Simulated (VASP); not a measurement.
# TiO2 (P4_2/mnm) in VASP: settings compared, part 2 of 2

VASP 6.6.1. Earlier steps stand in the parts before.

## (4) Single point, LDA

This run uses another cell than the first one, of 11.06 Å³/atom.

The input, INCAR:

```
SYSTEM = TiO2
ALGO = Normal ; EDIFF = 1E-7
ENCUT = 520 ; ISIF = 2
ISMEAR = -1 ; LASPH = .TRUE.
LCHARG = .FALSE. ; LREAL = .FALSE.
LWAVE = .FALSE. ; NBANDS = 33
NELM = 80 ; PREC = Accurate
SIGMA = 0.05
```

The input, KPOINTS:

```
k-points
0
G
  6 6 9
  0 0 0
```

The input, POSCAR:

```
TiO2
1.0
    4.6900531165      0.0000000000      0.0000000000
    0.0000000000      4.6900531165      0.0000000000
    0.0000000000      0.0000000000      3.0172520901
Ti O
2 4
Direct
    0.0000000000      0.0000000000      0.5000000000
    0.5000000000      0.5000000000      0.0000000000
    0.3043213200      0.3043213200      0.5000000000
    0.1956786800      0.8043213200      0.0000000000
    0.8043213200      0.1956786800      0.0000000000
    0.6956786800      0.6956786800      0.5000000000
```

Potentials or basis: VASP PAW LDA potentials, release 64 (Ti_sv, O).

Command:

```bash
$ cat potpaw_LDA.64/Ti_sv/POTCAR potpaw_LDA.64/O/POTCAR > POTCAR
$ mpirun -np 1 vasp_std > vasp.out
```

OUTCAR:

```text
SYSTEM = TiO2
   EDIFF = 1E-7
   ENCUT = 520
   ISIF = 2
   ISMEAR = -1
   LASPH = .TRUE.
   LREAL = .FALSE.
   NELM = 80
   PREC = Accurate

 ion  position               nearest neighbor table
   1  0.000  0.000  0.500-   4 1.99   5 1.99   4 1.99   5 1.99   3 2.02   6 2.02
   2  0.500  0.500  0.000-   3 1.99   6 1.99   3 1.99   6 1.99   5 2.02   4 2.02
   3  0.304  0.304  0.500-   2 1.99   2 1.99   1 2.02
   4  0.196  0.804  0.000-   1 1.99   1 1.99   2 2.02
   5  0.804  0.196  0.000-   1 1.99   1 1.99   2 2.02
   6  0.696  0.696  0.500-   2 1.99   2 1.99   1 2.02

[... 1072 lines left out ...]
  -------------------------------------------------------------------------------------
  Total       -7.3019020     -7.3019020     -9.6268665     -0.0000000      0.0000000      0.0000000
  in kB     -176.2704299   -176.2704299   -232.3958732     -0.0000000      0.0000000      0.0000000
  external PRESSURE =    -194.9789110 kB  Pullay stress =       0.0000000 kB

 VOLUME and BASIS-vectors are now :
 -----------------------------------------------------------------------------
  energy-cutoff  :      520.00
  volume of cell :       66.37
      direct lattice vectors                 reciprocal lattice vectors
     4.690053116  0.000000000  0.000000000     0.213217201  0.000000000  0.000000000
     0.000000000  4.690053116  0.000000000     0.000000000  0.213217201  0.000000000
     0.000000000  0.000000000  3.017252090     0.000000000  0.000000000  0.331427395

 POSITION                                       TOTAL-FORCE (eV/Angst)
 -----------------------------------------------------------------------------------
      0.00000      0.00000      1.50863         0.000000      0.000000      0.000000
      2.34503      2.34503      0.00000         0.000000      0.000000      0.000000
      1.42728      1.42728      1.50863         0.246340      0.246340      0.000000
      0.91774      3.77231      0.00000        -0.246340      0.246340      0.000000
      3.77231      0.91774      0.00000         0.246340     -0.246340     -0.000000
      3.26277      3.26277      1.50863        -0.246340     -0.246340     -0.000000
 -----------------------------------------------------------------------------------
    total drift:                                0.000000      0.000000      0.000000

  FREE ENERGIE OF THE ION-ELECTRON SYSTEM (eV)
  ---------------------------------------------------
  free  energy   TOTEN  =       -58.4092549714 eV

  energy  without entropy=      -58.4092549662  energy(sigma->0) =      -58.40925497
```

OSZICAR:

```text
N       E                     dE             d eps       ncg     rms          rms(c)
DAV:   1     0.640857988332E+03    0.64086E+03   -0.24635E+04  3301   0.170E+03
DAV:   2     0.203187086349E+02   -0.62054E+03   -0.57530E+03  3615   0.511E+02
DAV:   3    -0.703689265525E+02   -0.90688E+02   -0.89113E+02  4590   0.185E+02
DAV:   4    -0.757659396311E+02   -0.53970E+01   -0.53856E+01  4874   0.421E+01
[... 11 lines left out ...]
DAV:  16    -0.584092560935E+02    0.30908E-05   -0.53932E-06  3811   0.135E-02    0.963E-03
DAV:  17    -0.584092556906E+02    0.40295E-06   -0.12678E-06  4175   0.871E-03    0.699E-03
DAV:  18    -0.584092551254E+02    0.56512E-06   -0.68098E-07  3735   0.607E-03    0.337E-03
DAV:  19    -0.584092549866E+02    0.13885E-06   -0.37663E-07  3084   0.350E-03    0.106E-03
DAV:  20    -0.584092549714E+02    0.15240E-07   -0.48373E-08  2010   0.190E-03
   1 F= -.58409255E+02 E0= -.58409255E+02  d E =-.513426E-08
```

Wall time 64 s (1 thread of Intel Xeon Platinum 8488C (Sapphire Rapids), shared host); peak memory 0.21 GiB.

Results:

| Item | Value |
| --- | --- |
| Free energy | -58.4093 eV |
| Pressure | -19.5 GPa |
| Largest force | 0.348 eV/Å |
| Band gap on the k mesh | 1.62 eV |

Forces on the atoms (eV/Å):
```
Ti   0.000  0.000  0.000
Ti   0.000  0.000  0.000
O    0.246  0.246  0.000
O   -0.246  0.246  0.000
O    0.246 -0.246  0.000
O   -0.246 -0.246  0.000
```

Caveat: the cell stands under tension; an odd mesh through Γ misses points on the zone boundary, where band edges can lie.

## (5) Single point, revPBE

This run uses another cell than the first one, of 10.44 Å³/atom.

The input, INCAR:

```
GGA = RE
ISMEAR = 0
SIGMA = 0.03
LWAVE = F
LCHARG = F
ISIF = 2
PREC = Accurate
LASPH = T
LREAL = F
ALGO = Normal
EDIFF = 1E-6
NELM = 120
GGA_COMPAT = F
ENCUT = 520
EFERMI = MIDGAP
```

The input, KPOINTS:

```
k-points
0
Gamma
  5 5 8
```

Changes to POSCAR since step 4:

```diff
@@ -2,5 +2,5 @@
 1.0
-    4.6900531165      0.0000000000      0.0000000000
-    0.0000000000      4.6900531165      0.0000000000
-    0.0000000000      0.0000000000      3.0172520901
+    4.5998373239      0.0000000000      0.0000000000
+    0.0000000000      4.5998373239      0.0000000000
+    0.0000000000      0.0000000000      2.9592135600
 Ti O
```

Potentials or basis: VASP PAW PBE potentials, release 64 (Ti_sv, O).

Command:

```bash
$ cat potpaw_PBE.64/Ti_sv/POTCAR potpaw_PBE.64/O/POTCAR > POTCAR
$ mpirun -np 1 vasp_std > vasp.out
```

OUTCAR:

```text
GGA = RE
   ISMEAR = 0
   ISIF = 2
   PREC = Accurate
   LASPH = T
   LREAL = F
   EDIFF = 1E-6
   NELM = 120
   ENCUT = 520
   EFERMI = MIDGAP

 Found     30 irreducible k-points:

 Following reciprocal coordinates:
            Coordinates               Weight
  0.000000  0.000000  0.000000      1.000000
  0.200000  0.000000  0.000000      4.000000
  0.400000  0.000000  0.000000      4.000000
  0.200000  0.200000  0.000000      4.000000
  0.400000  0.200000  0.000000      8.000000
  0.400000  0.400000  0.000000      4.000000
   k-points           NKPTS =     30   k-points in BZ     NKDIM =     30   number of bands    NBANDS=     28
   number of dos      NEDOS =    301   number of ions     NIONS =      6
   total plane-waves  NPLWV =  31104
   dimension x,y,z NGX =    36 NGY =   36 NGZ =   24
   dimension x,y,z NGXF=    72 NGYF=   72 NGZF=   48
   ions per type =               2   4
   NGX,Y,Z   is equivalent  to a cutoff of  13.01, 13.01, 13.48 a.u.
   NGXF,Y,Z  is equivalent  to a cutoff of  26.02, 26.02, 26.97 a.u.
 SYSTEM =  unknown system
   PREC   = accura    normal or accurate (medium, high low for compatibility)
   ISTART =      0    job   : 0-new  1-cont  2-samecut
   ICHARG =      2    charge: 1-file 2-atom 10-const
   ISPIN  =      1    spin polarized calculation?
[... 67 lines left out ...]
 k-point     1 :       0.0000    0.0000    0.0000
  band No.  band energies     occupation
      1     -52.1130      2.00000
      2     -52.0964      2.00000
      3     -28.3655      2.00000
      4     -28.3655      2.00000
      5     -28.2028      2.00000
      6     -28.2028      2.00000
[... 175 lines left out ...]
     27       7.4468      0.00000
     28       7.6204      0.00000

 [... further k-points ...]

------------------------ aborting loop because EDIFF is reached ----------------------------------------

  FORCE on cell =-STRESS in cart. coord.  units (eV):
  Direction    XX          YY          ZZ          XY          YZ          ZX
  --------------------------------------------------------------------------------------
  -------------------------------------------------------------------------------------
  Total        3.3803149      3.3803149      3.3280930      0.0000000      0.0000000      0.0000000
  in kB       86.4980850     86.4980850     85.1617903      0.0000000      0.0000000      0.0000000
  external PRESSURE =      86.0526534 kB  Pullay stress =       0.0000000 kB

 VOLUME and BASIS-vectors are now :
 -----------------------------------------------------------------------------
  energy-cutoff  :      520.00
  volume of cell :       62.61
      direct lattice vectors                 reciprocal lattice vectors
     4.599837324  0.000000000  0.000000000     0.217398993  0.000000000  0.000000000
     0.000000000  4.599837324  0.000000000     0.000000000  0.217398993  0.000000000
     0.000000000  0.000000000  2.959213560     0.000000000  0.000000000  0.337927622

 POSITION                                       TOTAL-FORCE (eV/Angst)
 -----------------------------------------------------------------------------------
      0.00000      0.00000      1.47961        -0.000000      0.000000     -0.000000
      2.29992      2.29992      0.00000        -0.000000      0.000000     -0.000000
      1.39983      1.39983      1.47961        -0.029666     -0.029666      0.000000
      0.90009      3.69975      0.00000         0.029666     -0.029666      0.000000
      3.69975      0.90009      0.00000        -0.029666      0.029666     -0.000000
      3.20001      3.20001      1.47961         0.029666      0.029666     -0.000000
 -----------------------------------------------------------------------------------
    total drift:                                0.000000      0.000000      0.000000

  FREE ENERGIE OF THE ION-ELECTRON SYSTEM (eV)
  ---------------------------------------------------
  free  energy   TOTEN  =       -51.4687400164 eV

  energy  without entropy=      -51.4687400164  energy(sigma->0) =      -51.46874002
```

stdout:

```text
POSCAR found type information on POSCAR TiO
 POSCAR found :  2 types and       6 ions
 scaLAPACK will be used
 -----------------------------------------------------------------------------
|                                                                             |
|                                                                             |
|     You enforced a specific xc type in the INCAR file but a different       |
|     I HOPE YOU KNOW WHAT YOU ARE DOING!                                     |
|                                                                             |
 -----------------------------------------------------------------------------

 LDA part: xc-table for (Slater+PW92), standard interpolation
 POSCAR, INCAR and KPOINTS ok, starting setup
 FFT: planning ... GRIDC
 FFT: planning ... GRID_SOFT
 FFT: planning ... GRID
 WAVECAR not read
 entering main loop
```

It took 32 s on 1 thread of AMD EPYC 9R45 (Zen 5), shared host; peak memory 0.16 GiB.

Results:

- Free energy: -51.4687 eV
- Pressure: 8.6 GPa
- Largest force: 0.042 eV/Å
- Band gap on the k mesh: 1.87 eV

Forces in eV/Å, atoms in the order of the input:
```
Ti   0.000  0.000  0.000
Ti   0.000  0.000  0.000
O   -0.030 -0.030  0.000
O    0.030 -0.030  0.000
O   -0.030  0.030  0.000
O    0.030  0.030  0.000
```

Levels at points of the mesh, in eV from the valence-band top:
```
           k point  band 22  band 23  band 24  band 25  band 26  band 27
(0.00, 0.00, 0.00)    -0.45    -0.45     0.00     1.87     2.16     2.40
(0.00, 0.00, 0.50)    -2.34    -1.42    -1.42     2.96     2.96     3.17
```

Caveat: the cell stands under pressure; the PAW data sets were made with another functional, which shifts forces and pressure a little; an odd mesh through Γ misses points on the zone boundary, where band edges can lie.

## (6) Relaxation of cell and atoms, PBEsol+U

This run uses another cell than the first one, of 10.44 Å³/atom.

The input, INCAR:

```
ALGO = Normal
EDIFF = 1E-6
EDIFFG = -0.01
ENCUT = 600
GGA = PS
IBRION = 2
ISIF = 3
ISMEAR = -1
LASPH = True
LCHARG = False
LDAU = True
LDAUJ = 0 0
LDAUL = 2 -1
LDAUPRINT = 1
LDAUTYPE = 2
LDAUU = 8 0
LMAXMIX = 4
LREAL = False
LWAVE = False
NELM = 150
NSW = 60
PREC = Accurate
SIGMA = 0.05
```

The input, KPOINTS:

```
k-points
0
Gamma
  6 6 9
```

POSCAR is that of step 5.

Potentials or basis: VASP PAW PBE potentials, release 64 (Ti_sv, O).

Command:

```bash
$ cat potpaw_PBE.64/Ti_sv/POTCAR potpaw_PBE.64/O/POTCAR > POTCAR
$ mpirun -np 1 vasp_std > vasp.out
```

It took 4 min on 1 thread of AMD EPYC 9R45 (Zen 5), shared host; peak memory 0.23 GiB.

Results (log left out):

```yaml
Free_energy: -45.9753 eV
Relaxed_volume: 10.96 Å³/atom
Relaxed_cell: a = 4.648 Å, b = 4.648 Å, c = 3.045 Å, α = 90.00°, β = 90.00°, γ = 90.00°
Space_group_after_relaxing_to_0.1_Å: P4_2/mnm (No. 136)
Energy_gained_by_relaxing: 23.7 meV/atom
Ionic_steps: 10
Pressure_after_relaxing: 0.0 GPa
Largest_force_after_relaxing: 0.007 eV/Å
Band_gap_on_the_k_mesh: 2.76 eV (least direct gap 2.81 eV)
```

Forces in eV/Å, atoms in the order of the input:
```
Ti   0.000  0.000  0.000
Ti   0.000  0.000  0.000
O   -0.005 -0.005  0.000
O    0.005 -0.005  0.000
O   -0.005  0.005  0.000
O    0.005  0.005  0.000
```

The path:
| step | energy change (eV) | largest force (eV/Å) | pressure (GPa) | volume (Å³) |
| --- | --- | --- | --- | --- |
| 1 | 0.0000 | 0.1907 | 13.15 | 62.61 |
| 2 | 0.1221 | 0.4890 | -14.83 | 70.69 |
| 3 | -0.1374 | 0.1697 | -0.36 | 65.86 |
| 4 | -0.1374 | 0.1639 | -0.24 | 65.79 |
| 5 | -0.1374 | 0.1581 | -0.02 | 65.72 |
| 6 | -0.1418 | 0.0285 | 0.16 | 65.73 |
| 7 | -0.1421 | 0.0142 | 0.17 | 65.73 |
| 8 | -0.1421 | 0.0179 | 0.18 | 65.73 |
| 9 | -0.1421 | 0.0039 | -0.27 | 65.84 |
| 10 | -0.1422 | 0.0065 | -0.04 | 65.78 |

Final structure:
```xyz
6
Lattice="4.6478 0.0000 0.0000 0.0000 4.6478 0.0000 0.0000 0.0000 3.0452" Properties=species:S:1:pos:R:3 pbc="T T T"
Ti    0.0000    0.0000    1.5226
Ti    2.3239    2.3239    0.0000
O     1.4179    1.4179    1.5226
O     0.9060    3.7418    0.0000
O     3.7418    0.9060    0.0000
O     3.2299    3.2299    1.5226
```

Levels at points of the mesh, in eV from the valence-band top:
| k point | band 20 | band 21 | band 22 | band 23 | band 24 | band 25 | band 26 | band 27 | band 28 |
| --- | --- | --- | --- | --- | --- | --- | --- | --- | --- |
| (0.00, 0.00, 0.00) | -2.35 | -0.97 | -0.57 | -0.57 | 0.00 | 2.81 | 2.92 | 3.35 | 3.36 |
| (0.50, 0.00, 0.00) | -3.02 | -1.83 | -1.83 | -0.78 | -0.78 | 3.34 | 3.34 | 3.90 | 3.90 |
| (0.50, 0.50, 0.00) | -1.86 | -1.63 | -1.63 | -1.26 | -1.26 | 2.76 | 2.76 | 3.37 | 3.37 |

Eigenvalues of the final occupation matrices:
```tsv
site	spin	trace	eigenvalues
site 1 d	1	0.70	0.06 0.08 0.08 0.23 0.25
site 1 d	2	0.70	0.06 0.08 0.08 0.23 0.25
site 2 d	1	0.70	0.06 0.08 0.08 0.23 0.25
site 2 d	2	0.70	0.06 0.08 0.08 0.23 0.25
```

Caveat: the PAW data sets were made with another functional, which shifts forces and pressure a little; an odd mesh through Γ misses points on the zone boundary, where band edges can lie.

## (7) Summary

| task | level | potentials or basis | U | cell | k mesh | cutoff (eV) | smearing | dipole correction | tolerance level | purpose | start | gap on the mesh (eV) | pressure (GPa) | largest force (eV/Å) |
| --- | --- | --- | --- | --- | --- | --- | --- | --- | --- | --- | --- | --- | --- | --- |
| single point | LDA | VASP PAW LDA potentials, release 64 (Ti_sv, O) | - | a = 4.660, b = 4.660, c = 2.998 Å, 6 atoms | 6 × 6 × 9 | 520 | fermi-dirac 0.05 eV | no | - | - | - | 1.66 | -16.0 | 0.27 |
| single point | BLYP | VASP PAW PBE potentials, release 64 (Ti_sv, O) | - | a = 4.690, b = 4.690, c = 3.017 Å, 6 atoms | 6 × 6 × 9 | 520 | fermi-dirac 0.05 eV | no | - | - | - | 1.69 | -2.7 | 0.16 |
| single point | LDA | VASP PAW LDA potentials, release 64 (Ti_sv, O) | - | a = 4.690, b = 4.690, c = 3.017 Å, 6 atoms | 6 × 6 × 9 | 520 | fermi-dirac 0.05 eV | no | - | - | - | 1.62 | -19.5 | 0.35 |
| single point | revPBE | VASP PAW PBE potentials, release 64 (Ti_sv, O) | - | a = 4.600, b = 4.600, c = 2.959 Å, 6 atoms | 5 × 5 × 8 | 520 | gaussian 0.03 eV | - | tight | restart | from scratch | 1.87 | 8.6 | 0.04 |
| relaxation of cell and atoms | PBEsol+U | VASP PAW PBE potentials, release 64 (Ti_sv, O) | Ti d U = 8.0 eV | relaxed from a = 4.600, b = 4.600, c = 2.959 Å, 6 atoms | 6 × 6 × 9 | 600 | fermi-dirac 0.05 eV | no | - | - | - | 2.76 | 0.0 | 0.01 |

Alike in all rows: no spin polarisation.

Caveats: an odd mesh through Γ misses points on the zone boundary, where band edges can lie; the PAW data sets were made with another functional, which shifts forces and pressure a little (at least some runs); the cell stands under tension (at least some runs); the cell stands under pressure (at least some runs).

Total energies depend on the potentials used, so only differences within one code and one set of settings carry meaning.
